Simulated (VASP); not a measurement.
# In (P6_3/mmc) in VASP: single point with LDA

Aim: the single point of In with LDA.

Program: VASP 6.6.1. These are calculated values, not measurements. Logs are shortened: lines on timing, memory, paths and dates and some standing lists are left out, and cuts for length are marked.

### 1 The cell of the first run

It takes space group P6_3/mmc (No. 194, hexagonal). The conventional cell has a = 3.273 Å, b = 3.273 Å, c = 5.329 Å, α = 90.00°, β = 90.00°, γ = 120.00°. In (site symmetry -6m2) has 12 In at 3.27 Å within 4.3 Å.

### 2 Single point, LDA, non-collinear spin, zero start, spin-orbit coupling

INCAR

```
SYSTEM = In
PREC = Accurate ; ENCUT = 520
EDIFF = 1E-7 ; ISMEAR = -1
SIGMA = 0.1 ; LREAL = .False.
LASPH = .True. ; NELM = 150
ALGO = Normal ; ISIF = 2
LWAVE = .False. ; LCHARG = .True.
MAGMOM = 0 0 0 0 0 0 ; LORBIT = 11
LSORBIT = .True. ; GGA_COMPAT = .False.
LORBMOM = .True. ; GGA = CA
LVHAR = .True. ; NBANDS = 38
```

KPOINTS

```
Automatic mesh
0
Gamma
  11 11 6
  0 0 0
```

POSCAR

```
In
1.0
    3.2733347749      0.0000000000      0.0000000000
   -1.6366673874      2.8347910701      0.0000000000
    0.0000000000      0.0000000000      5.3292037878
In
2
Direct
    0.3333333333      0.6666666667      0.2500000000
    0.6666666667      0.3333333333      0.7500000000
```

Potentials or basis: VASP PAW LDA potentials, release 64 (In_d).

The run is started by

```bash
cat potpaw_LDA.64/In_d/POTCAR > POTCAR
mpirun -np 1 vasp_ncl > vasp.out
```

OUTCAR:

```text
SYSTEM = In
   PREC = Accurate
   ENCUT = 520
   EDIFF = 1E-7
   ISMEAR = -1
   LREAL = .False.
   LASPH = .True.
   NELM = 150
   ISIF = 2
   LORBIT = 11
   LSORBIT = .True.
   GGA = CA

 ion  position               nearest neighbor table
   1  0.333  0.667  0.250-   2 3.27   2 3.27   2 3.27   2 3.27   2 3.27   2 3.27
   2  0.667  0.333  0.750-   1 3.27   1 3.27   1 3.27   1 3.27   1 3.27   1 3.27

  LATTYP: Found a hexagonal cell.
 ALAT       =     3.2733347749
 C/A-ratio  =     1.6280656133

  Lattice vectors:

 A1 = (   3.2733347749,   0.0000000000,   0.0000000000)
 A2 = (  -1.6366673874,   2.8347910701,   0.0000000000)
 A3 = (   0.0000000000,   0.0000000000,   5.3292037878)

Analysis of symmetry for initial positions (statically):
=====================================================================
 Subroutine PRICEL returns:
 Original cell was already a primitive cell.

 Routine SETGRP: Setting up the symmetry group for a
 hexagonal supercell.

 Subroutine GETGRP returns: Found 24 space group operations
 (whereof 12 operations were pure point group operations)
 out of a pool of 24 trial point group operations.

The static configuration has the point symmetry D_3d.
 The point group associated with its full space group is D_6h.

Analysis of symmetry for dynamics (positions and initial velocities):
=====================================================================
 Subroutine PRICEL returns:
 Original cell was already a primitive cell.

 Routine SETGRP: Setting up the symmetry group for a
 hexagonal supercell.

 Subroutine GETGRP returns: Found 24 space group operations
 (whereof 12 operations were pure point group operations)
 out of a pool of 24 trial point group operations.

The dynamic configuration has the point symmetry D_3d.
 The point group associated with its full space group is D_6h.

Analysis of structural, dynamic, and magnetic symmetry:
=====================================================================
 Subroutine PRICEL returns:
 Original cell was already a primitive cell.

 Routine SETGRP: Setting up the symmetry group for a
 hexagonal supercell.

 Subroutine GETGRP returns: Found 24 space group operations
 (whereof 12 operations were pure point group operations)
 out of a pool of 24 trial point group operations.

[... 1165 lines left out ...]
     -0.00000      1.88986      1.33230         0.000000      0.000000      0.000000
      1.63667      0.94493      3.99690        -0.000000      0.000000      0.000000
 -----------------------------------------------------------------------------------
    total drift:                                0.000000     -0.000000      0.000000

  FREE ENERGIE OF THE ION-ELECTRON SYSTEM (eV)
  ---------------------------------------------------
  free  energy   TOTEN  =        -6.5135279943 eV

  energy  without entropy=       -6.4852217913  energy(sigma->0) =       -6.49937489

 orbital moment (x)

 # of ion     p       d       tot
 ----------------------------------------
  1        -0.000   0.000  -0.000
  2        -0.000   0.000  -0.000
 ----------------------------------------
           -0.000   0.000  -0.000

 orbital moment (y)

 # of ion     p       d       tot
 ----------------------------------------
  1        -0.000  -0.000  -0.000
  2         0.000  -0.000   0.000
 ----------------------------------------
           -0.000  -0.000  -0.000

 orbital moment (z)

 # of ion     p       d       tot
 ----------------------------------------
  1         0.000   0.000   0.000
  2         0.000   0.000   0.000
 ----------------------------------------
            0.000   0.000   0.000

 Spin-Orbit-Coupling matrix elements

 Ion:    1  E_soc:     -0.0739374
 l=   1
     0.0000000    -0.0057640    -0.0057343
    -0.0057640     0.0000000    -0.0057640
    -0.0057343    -0.0057640     0.0000000
 l=   2
     0.0000000    -0.0013143     0.0000000    -0.0013143    -0.0052483
    -0.0013143     0.0000000    -0.0039406    -0.0013197    -0.0013143
     0.0000000    -0.0039406     0.0000000    -0.0039406     0.0000000
    -0.0013143    -0.0013197    -0.0039406     0.0000000    -0.0013143
    -0.0052483    -0.0013143     0.0000000    -0.0013143     0.0000000
 l=   3
     0.0000000     0.0000000     0.0000000     0.0000000     0.0000000     0.0000000     0.0000000
     0.0000000     0.0000000     0.0000000     0.0000000     0.0000000     0.0000000     0.0000000
     0.0000000     0.0000000     0.0000000     0.0000000     0.0000000     0.0000000     0.0000000
     0.0000000     0.0000000     0.0000000     0.0000000     0.0000000     0.0000000     0.0000000
     0.0000000     0.0000000     0.0000000     0.0000000     0.0000000     0.0000000     0.0000000
     0.0000000     0.0000000     0.0000000     0.0000000     0.0000000     0.0000000     0.0000000
     0.0000000     0.0000000     0.0000000     0.0000000     0.0000000     0.0000000     0.0000000

 Ion:    2  E_soc:     -0.0739374
 l=   1
     0.0000000    -0.0057640    -0.0057343
    -0.0057640     0.0000000    -0.0057640
    -0.0057343    -0.0057640     0.0000000
 l=   2
     0.0000000    -0.0013143     0.0000000    -0.0013143    -0.0052483
    -0.0013143     0.0000000    -0.0039406    -0.0013197    -0.0013143
     0.0000000    -0.0039406     0.0000000    -0.0039406     0.0000000
    -0.0013143    -0.0013197    -0.0039406     0.0000000    -0.0013143
    -0.0052483    -0.0013143     0.0000000    -0.0013143     0.0000000
 l=   3
     0.0000000     0.0000000     0.0000000     0.0000000     0.0000000     0.0000000     0.0000000
     0.0000000     0.0000000     0.0000000     0.0000000     0.0000000     0.0000000     0.0000000
     0.0000000     0.0000000     0.0000000     0.0000000     0.0000000     0.0000000     0.0000000
     0.0000000     0.0000000     0.0000000     0.0000000     0.0000000     0.0000000     0.0000000
     0.0000000     0.0000000     0.0000000     0.0000000     0.0000000     0.0000000     0.0000000
     0.0000000     0.0000000     0.0000000     0.0000000     0.0000000     0.0000000     0.0000000
     0.0000000     0.0000000     0.0000000     0.0000000     0.0000000     0.0000000     0.0000000

 total charge

# of ion       s       p       d       tot
------------------------------------------
    1        1.017   0.526   9.851  11.394
    2        1.017   0.526   9.851  11.394
--------------------------------------------------
tot          2.034   1.052  19.702  22.788

 magnetization (x)

# of ion       s       p       d       tot
------------------------------------------
    1        0.000   0.000   0.000   0.000
    2        0.000  -0.000   0.000   0.000
--------------------------------------------------
tot          0.000   0.000   0.000   0.000

 magnetization (y)

# of ion       s       p       d       tot
------------------------------------------
    1        0.000   0.000   0.000   0.000
    2        0.000   0.000   0.000   0.000
--------------------------------------------------
tot          0.000   0.000   0.000   0.000

 magnetization (z)

# of ion       s       p       d       tot
------------------------------------------
    1        0.000   0.000   0.000   0.000
    2        0.000   0.000   0.000   0.000
--------------------------------------------------
tot          0.000   0.000   0.000   0.000
```

Run time: 3.7 min. Hardware: 1 thread of Oxide Virtual Turin-like, shared host; peak memory 0.27 GiB.

Results:

```yaml
Free_energy: -6.5135 eV
Pressure: 0.0 GPa
Net_moment: 0.00 μB per cell
Valence_electrons_inside_the_program's_atomic_spheres: In 11.39
```

Moments on the atoms (μB; x, y, z):
```
In  0.00 0.00 0.00
In  0.00 0.00 0.00
```
